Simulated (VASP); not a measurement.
# Cu (Cmcm) in VASP: notebook

Cu is run at these levels: r2SCAN; tasks: single point.

Everything below comes from runs of VASP 6.6.1. Logs are shortened: lines on timing, memory, paths and dates and some standing lists are left out, and cuts for length are marked.

## 1. The cell of the first run

The structure is orthorhombic, space group Cmcm (No. 63). The conventional cell has a = 2.437 Å, b = 7.953 Å, c = 2.475 Å, α = 90.00°, β = 90.00°, γ = 90.00°. Within 3.2 Å of Cu (site symmetry m2m) lie 10 Cu at 2.44 to 2.54 Å.

## 2. Single point, r2SCAN

File POSCAR:

```
Cu
1.0
    1.2184636900     -3.9763780100      0.0000000000
    1.2184636900      3.9763780100      0.0000000000
    0.0000000000      0.0000000000      2.4754955200
Cu
2
Direct
    0.1338666500      0.8661333500      0.2500000000
    0.8661333500      0.1338666500      0.7500000000
```

File INCAR.step1:

```
SYSTEM = Cu
PREC = Accurate ; ENCUT = 520
ISMEAR = -1 ; SIGMA = 0.5
LREAL = .FALSE. ; LASPH = .TRUE.
NELM = 80 ; NBANDS = 18
GGA = PE ; ALGO = Normal
EDIFF = 1E-4 ; LWAVE = .TRUE.
LCHARG = .FALSE.
```

File INCAR.step2:

```
SYSTEM = Cu
PREC = Accurate ; ENCUT = 520
EDIFF = 1E-6 ; ISMEAR = -1
SIGMA = 0.5 ; LREAL = .FALSE.
LASPH = .TRUE. ; NELM = 80
ALGO = Normal ; ISIF = 2
LWAVE = .FALSE. ; LCHARG = .FALSE.
METAGGA = R2SCAN ; LMIXTAU = .TRUE.
NBANDS = 18 ; ISTART = 1
```

File KPOINTS:

```
regular mesh
0
G
  12 12 11
  0 0 0
```

Potentials or basis: VASP PAW PBE potentials, release 64 (Cu).

Command:

```console
$ cat potpaw_PBE.64/Cu/POTCAR > POTCAR
$ cp INCAR.step1 INCAR
$ mpirun -np 1 vasp_std > vasp.out
$ cp INCAR.step2 INCAR
$ mpirun -np 1 vasp_std > vasp.out
```

OUTCAR:

```text
SYSTEM = Cu
   PREC = Accurate
   ENCUT = 520
   EDIFF = 1E-6
   ISMEAR = -1
   LREAL = .FALSE.
   LASPH = .TRUE.
   NELM = 80
   ISIF = 2
   METAGGA = R2SCAN
   ISTART = 1

 ion  position               nearest neighbor table
   1  0.134  0.866  0.250-   2 2.46   2 2.46   2 2.54   2 2.54   2 2.54   2 2.54
   2  0.866  0.134  0.750-   1 2.46   1 2.46   1 2.54   1 2.54   1 2.54   1 2.54

  LATTYP: Found a base centered orthorhombic cell.
 ALAT       =     2.4369273800
 B/A-ratio  =     3.2634357861
 C/A-ratio  =     1.0158265447

  Lattice vectors:

 A1 = (   1.2184636900,  -3.9763780100,   0.0000000000)
 A2 = (   1.2184636900,   3.9763780100,   0.0000000000)
 A3 = (   0.0000000000,   0.0000000000,   2.4754955200)

Analysis of symmetry for initial positions (statically):
=====================================================================
 Subroutine PRICEL returns:
 Original cell was already a primitive cell.

 Routine SETGRP: Setting up the symmetry group for a
 base centered orthorhombic supercell.

 Subroutine GETGRP returns: Found  8 space group operations
 (whereof  4 operations were pure point group operations)
 out of a pool of  8 trial point group operations.

The static configuration has the point symmetry C_2h.
 The point group associated with its full space group is D_2h.

Analysis of symmetry for dynamics (positions and initial velocities):
=====================================================================
 Subroutine PRICEL returns:
 Original cell was already a primitive cell.

 Routine SETGRP: Setting up the symmetry group for a
 base centered orthorhombic supercell.

 Subroutine GETGRP returns: Found  8 space group operations
 (whereof  4 operations were pure point group operations)
 out of a pool of  8 trial point group operations.

The dynamic configuration has the point symmetry C_2h.
 The point group associated with its full space group is D_2h.

 Subroutine INISYM returns: Found  8 space group operations
 (whereof  4 operations are pure point group operations),
 and found     1 'primitive' translations

----------------------------------------------------------------------------------------

                                     Primitive cell

  volume of cell :      23.9879

  direct lattice vectors                    reciprocal lattice vectors
     1.218463690 -3.976378010  0.000000000     0.410352811 -0.125742572  0.000000000
     1.218463690  3.976378010  0.000000000     0.410352811  0.125742572  0.000000000
     0.000000000  0.000000000  2.475495520     0.000000000  0.000000000  0.403959527

  length of vectors
     4.158874348  4.158874348  2.475495520     0.429186001  0.429186001  0.403959527

  position of ions in fractional coordinates (direct lattice)
     0.133866650  0.866133350  0.250000000
     0.866133350  0.133866650  0.750000000

  ion indices of the primitive-cell ions
   primitive index   ion index
                 1           1
                 2           2

----------------------------------------------------------------------------------------

 KPOINTS: regular mesh

Automatic generation of k-mesh.
 Grid dimensions read from file:
 generate k-points for:   12   12   11

 Generating k-lattice:

  Cartesian coordinates                     Fractional coordinates (reciprocal lattice)
     0.034196068 -0.010478548  0.000000000     0.083333333 -0.000000000  0.000000000
     0.034196068  0.010478548  0.000000000    -0.000000000  0.083333333  0.000000000
     0.000000000  0.000000000  0.036723593     0.000000000  0.000000000  0.090909091

  Length of vectors
     0.035765500  0.035765500  0.036723593

  Shift w.r.t. Gamma in fractional coordinates (k-lattice)
     0.000000000  0.000000000  0.000000000

 Subroutine IBZKPT returns following result:
 ===========================================

 Found    258 irreducible k-points:

 Following reciprocal coordinates:
            Coordinates               Weight
  0.000000  0.000000  0.000000      1.000000
  0.083333 -0.000000  0.000000      4.000000
  0.166667  0.000000  0.000000      4.000000
  0.250000  0.000000  0.000000      4.000000
  0.333333 -0.000000  0.000000      4.000000
  0.416667  0.000000  0.000000      4.000000
[... 16 lines left out ...]
  0.500000  0.166667  0.000000      4.000000
 -0.416667  0.166667  0.000000      4.000000
 [... further k-points ...]
   k-points           NKPTS =    258   k-points in BZ     NKDIM =    258   number of bands    NBANDS=     18
   number of dos      NEDOS =    301   number of ions     NIONS =      2
   total plane-waves  NPLWV =  18432
   dimension x,y,z NGX =    32 NGY =   32 NGZ =   18
   dimension x,y,z NGXF=    64 NGYF=   64 NGZF=   36
   ions per type =               2
   NGX,Y,Z   is equivalent  to a cutoff of  12.79, 12.79, 12.09 a.u.
   NGXF,Y,Z  is equivalent  to a cutoff of  25.58, 25.58, 24.18 a.u.
 SYSTEM =  Cu
   PREC   = accura    normal or accurate (medium, high low for compatibility)
   ISTART =      1    job   : 0-new  1-cont  2-samecut
   ICHARG =      0    charge: 1-file 2-atom 10-const
   ISPIN  =      1    spin polarized calculation?
   LNONCOLLINEAR =      F non collinear calculations
   LSORBIT =      F    spin-orbit coupling
   LASPH  =      T    aspherical Exc in radial PAW
   ENCUT  =  520.0 eV  38.22 Ry    6.18 a.u.   7.73  7.73  4.60*2*pi/ulx,y,z
   NELM   =     80;   NELMIN=  2; NELMDL=  0     # of ELM steps
   EDIFF  = 0.1E-05   stopping-criterion for ELM
   LREAL  =      F    real-space projection
   EDIFFG = 0.1E-04   stopping-criterion for IOM
   NSW    =      0    number of steps for IOM
   IBRION =     -1    ionic relax: 0-MD 1-quasi-New 2-CG
   NFREE  =      0    steps in history (QN), initial steepest desc. (CG)
   ISIF   =      2    stress and relaxation
   ISYM   =      2    0-nonsym 1-usesym 2-fastsym
   POTIM  = 0.5000    time-step for ionic-motion
   TEBEG  =    0.0;   TEEND  =   0.0 temperature during run
   PSTRESS=    0.0 pullay stress
   NELECT =      22.0000    total number of electrons
   NUPDOWN=      -1.0000    fix difference up-down
   EMIN   =  10.00;   EMAX   =-10.00  energy-range for DOS
   EFERMI =   0.00;   METHOD = LEGACY
   ISMEAR =    -1;   SIGMA  =   0.50  broadening in eV -4-tet -1-fermi 0-gaus
   EFERMI_NEDOS =   21; number of points for ismear=-14 and -15
   IALGO  =     38    algorithm
   IMIX   =      4    mixing-type and parameters
     AMIX     =   0.40;   BMIX     =  1.00
     AMIX_MAG =   1.60;   BMIX_MAG =  1.00
  volume/ion in A,a.u.               =      11.99        80.94
  Fermi-wavevector in a.u.,A,eV,Ry     =   1.590566  3.005733 34.421366  2.529899
  Thomas-Fermi vector in A             =   2.689241
   LORBIT       =      0    0 simple, 1 ext, 2 COOP (PROOUT), +10 PAW based schemes
   METAGGA = R2SCAN    functional components
   LHFCALC =     F    Hartree Fock is set to
   AEXX    =    0.0000 exact exchange contribution
   IVDW    =     0    specifies the selected vdW correction
   LEPSILON=     F    determine dielectric tensor
   LRPA    =     F    only Hartree local field effects (RPA)
 non-spin polarized calculation
  energy-cutoff  :      520.00
  volume of cell :       23.99
 maximum number of plane-waves:       670
   NGX = 15   NGY = 15   NGZ =  9

 number of electron      21.9999988 magnetization

 Free energy of the ion-electron system (eV)
  ---------------------------------------------------
  ext. energy  EPLUGINS =         0.00000000
  ---------------------------------------------------
  free energy    TOTEN  =       -21.62527373 eV

  energy without entropy =      -20.94245505  energy(sigma->0) =      -21.28386439

 E-fermi :   7.3824     XC(G=0): -13.6017

 val. band max:        7.3717116691   @ k =  -0.3333   0.0833   0.4545
 cond. band min:       7.3898168646   @ k =  -0.1667   0.0833   0.0909
 fundamental gap:      0.0181051955
 Fermi energy:         7.3824034886

 k-point     1 :       0.0000    0.0000    0.0000
  band No.  band energies     occupation
      1      -2.3354      2.00000
      2       2.0256      1.99996
      3       2.7852      1.99980
      4       3.2692      1.99947
      5       3.9946      1.99772
      6       4.2521      1.99619
[... 10 lines left out ...]
     17      27.4261      0.00000
     18      29.6071      0.00000

 k-point     2 :       0.0833   -0.0000    0.0000
  band No.  band energies     occupation
      1      -2.1274      2.00000
      2       2.1010      1.99995
      3       2.8620      1.99976
      4       3.3409      1.99938
      5       4.0174      1.99761
      6       4.2438      1.99625
[... 10 lines left out ...]
     17      28.1321      0.00000
     18      31.4888      0.00000

 k-point     3 :       0.1667    0.0000    0.0000
  band No.  band energies     occupation
      1      -1.5183      2.00000
      2       2.2901      1.99992
      3       3.0675      1.99964
      4       3.5294      1.99910
      5       4.0205      1.99760
      6       4.0777      1.99731
[... 10 lines left out ...]
     17      28.4656      0.00000
     18      31.9188      0.00000

 k-point     4 :       0.2500    0.0000    0.0000
  band No.  band energies     occupation
      1      -0.5635      2.00000
      2       2.4989      1.99989
      3       3.3061      1.99942
      4       3.3936      1.99931
      5       3.9711      1.99782
      6       4.1518      1.99688
[... 375 lines left out ...]
      4       3.7959      1.99847
      5       3.8294      1.99836
      6       4.2140      1.99647
[... 10 lines left out ...]
     17      29.8200      0.00000
     18      29.9488      0.00000

 k-point    23 :       0.5000    0.1667    0.0000
  band No.  band energies     occupation
      1       1.1375      1.99999
      2       2.2826      1.99993
      3       3.3599      1.99936
      4       3.5335      1.99909
      5       3.8718      1.99822
      6       4.3023      1.99578
[... 10 lines left out ...]
     17      27.9044      0.00000
     18      29.5230      0.00000

 k-point    24 :      -0.4167    0.1667    0.0000
  band No.  band energies     occupation
      1       0.0466      2.00000
      2       2.2775      1.99993
      3       3.1666      1.99956
      4       3.4042      1.99930
      5       3.8595      1.99826
      6       4.3065      1.99575
[... 10 lines left out ...]
     17      28.5962      0.00000
     18      29.4263      0.00000

 [... further k-points ...]

------------------------ aborting loop because EDIFF is reached ----------------------------------------

  FORCE on cell =-STRESS in cart. coord.  units (eV):
  Direction    XX          YY          ZZ          XY          YZ          ZX
  --------------------------------------------------------------------------------------
  -------------------------------------------------------------------------------------
  Total        0.3258218      0.4654462      0.4622267      0.0000000      0.0000000      0.0000000
  in kB       21.7619752     31.0876320     30.8726019      0.0000000      0.0000000      0.0000000
  external PRESSURE =      27.9074030 kB  Pullay stress =       0.0000000 kB

 VOLUME and BASIS-vectors are now :
 -----------------------------------------------------------------------------
  energy-cutoff  :      520.00
  volume of cell :       23.99
      direct lattice vectors                 reciprocal lattice vectors
     1.218463690 -3.976378010  0.000000000     0.410352811 -0.125742572  0.000000000
     1.218463690  3.976378010  0.000000000     0.410352811  0.125742572  0.000000000
     0.000000000  0.000000000  2.475495520     0.000000000  0.000000000  0.403959527

 POSITION                                       TOTAL-FORCE (eV/Angst)
 -----------------------------------------------------------------------------------
      1.21846      2.91177      0.61887         0.000000      0.024235     -0.000000
      1.21846     -2.91177      1.85662         0.000000     -0.024235      0.000000
 -----------------------------------------------------------------------------------
    total drift:                                0.000000      0.000000      0.000000

  FREE ENERGIE OF THE ION-ELECTRON SYSTEM (eV)
  ---------------------------------------------------
  free  energy   TOTEN  =       -21.6252737267 eV

  energy  without entropy=      -20.9424550492  energy(sigma->0) =      -21.28386439
```

It took 4.1 min on 1 thread of AMD EPYC 9R45 (Zen 5), shared host; peak memory 0.19 GiB.

Results:

```
Free energy            : -21.6253 eV
Pressure               : 2.8 GPa
Largest force          : 0.024 eV/Å
Band gap on the k mesh : zero (bands 11 and 12 overlap by 5.52 eV)
```

Forces in eV/Å, atoms in the order of the input:
```
Cu   0.000  0.024  0.000
Cu   0.000 -0.024  0.000
```

Caveat: so wide a smearing shifts energies and pressures; the PAW data sets were made with another functional, which shifts forces and pressure a little.

## 3. Single point, r2SCAN

POSCAR is that of step 2.

File INCAR.step1:

```
SYSTEM = Cu
  PREC = Accurate
  ENCUT = 520
  ISMEAR = -1
  SIGMA = 0.3
  LREAL = .False.
  LASPH = .True.
  NELM = 80
  NBANDS = 18
  GGA = PE
  ALGO = Normal
  EDIFF = 1E-4
  LWAVE = .True.
  LCHARG = .False.
```

File INCAR.step2:

```
SYSTEM = Cu
  PREC = Accurate
  ENCUT = 520
  EDIFF = 1E-6
  ISMEAR = -1
  SIGMA = 0.3
  LREAL = .False.
  LASPH = .True.
  NELM = 80
  ALGO = Normal
  ISIF = 2
  LWAVE = .False.
  LCHARG = .False.
  METAGGA = R2SCAN
  LMIXTAU = .True.
  NBANDS = 18
  ISTART = 1
```

File KPOINTS:

```
regular mesh
0
Gamma
  12 12 11
  0 0 0
```

Potentials or basis: VASP PAW PBE potentials, release 64 (Cu).

Command:

```console
$ cat potpaw_PBE.64/Cu/POTCAR > POTCAR
$ cp INCAR.step1 INCAR
$ mpirun -np 1 vasp_std > vasp.out
$ cp INCAR.step2 INCAR
$ mpirun -np 1 vasp_std > vasp.out
```

Wall time 4.1 min (1 thread of AMD EPYC 9R45 (Zen 5), shared host); peak memory 0.19 GiB.

It converged, with:

| Property | Result |
| --- | --- |
| Free energy | -21.4318 eV |
| Pressure | 1.4 GPa |
| Largest force | 0.017 eV/Å |
| Band gap on the k mesh | zero (bands 11 and 12 overlap by 5.46 eV) |

Forces in eV/Å, atoms in the order of the input:
```
Cu   0.000  0.017  0.000
Cu   0.000 -0.017  0.000
```

Stress tensor (GPa, compression positive):
```
1.08 0.00 0.00
0.00 1.49 0.00
0.00 0.00 1.62
```

Levels at points of the mesh, in eV from the Fermi level:
| k point | band 8 | band 9 | band 10 | band 11 | band 12 | band 13 | band 14 | band 15 |
| --- | --- | --- | --- | --- | --- | --- | --- | --- |
| (0.00, 0.00, 0.00) | -2.19 | -2.01 | -1.87 | -1.58 | -0.06 | 5.03 | 15.48 | 19.24 |
| (0.50, 0.00, 0.00) | -2.66 | -2.29 | -1.80 | -0.55 | 1.31 | 2.64 | 7.17 | 13.48 |
| (0.50, 0.50, 0.00) | -2.45 | -2.44 | -2.10 | -1.78 | -1.69 | 14.22 | 15.86 | 16.32 |

Caveat: so wide a smearing shifts energies and pressures; the PAW data sets were made with another functional, which shifts forces and pressure a little.

## 4. Single point, r2SCAN

POSCAR is that of step 3.

INCAR.step1: that of step 3 with these lines changed.

```diff
@@ -4,3 +4,3 @@
   ISMEAR = -1
-  SIGMA = 0.3
+  SIGMA = 0.2
   LREAL = .False.
```

INCAR.step2: that of step 3 with these lines changed.

```diff
@@ -5,3 +5,3 @@
   ISMEAR = -1
-  SIGMA = 0.3
+  SIGMA = 0.2
   LREAL = .False.
```

KPOINTS is that of step 3.

Command:

```console
$ cat potpaw_PBE.64/Cu/POTCAR > POTCAR
$ cp INCAR.step1 INCAR
$ mpirun -np 1 vasp_std > vasp.out
$ cp INCAR.step2 INCAR
$ mpirun -np 1 vasp_std > vasp.out
```

Wall time 4.2 min (1 thread of AMD EPYC 9R45 (Zen 5), shared host); peak memory 0.19 GiB.

It converged, with:

* Free energy: -21.3844 eV
* Pressure: 1.1 GPa
* Largest force: 0.016 eV/Å
* Band gap on the k mesh: zero (bands 11 and 12 overlap by 5.44 eV)

Forces on the atoms (eV/Å):
```
Cu   0.000  0.016  0.000
Cu   0.000 -0.016  0.000
```

Stress tensor (GPa, compression positive):
```
0.96 0.00 0.00
0.00 1.08 0.00
0.00 0.00 1.35
```

Levels at points of the mesh, in eV from the Fermi level:
```tsv
k point	band 7	band 8	band 9	band 10	band 11	band 12	band 13	band 14	band 15	band 16
(0.00, 0.00, 0.00)	-2.46	-2.15	-1.97	-1.83	-1.54	-0.03	5.06	15.51	19.27	20.17
(0.50, 0.00, 0.00)	-2.83	-2.62	-2.24	-1.76	-0.51	1.35	2.67	7.20	13.51	16.31
(0.50, 0.50, 0.00)	-2.69	-2.41	-2.39	-2.06	-1.73	-1.65	14.24	15.89	16.34	18.47
```

Caveat: the PAW data sets were made with another functional, which shifts forces and pressure a little.

[end of part 1 of 2]
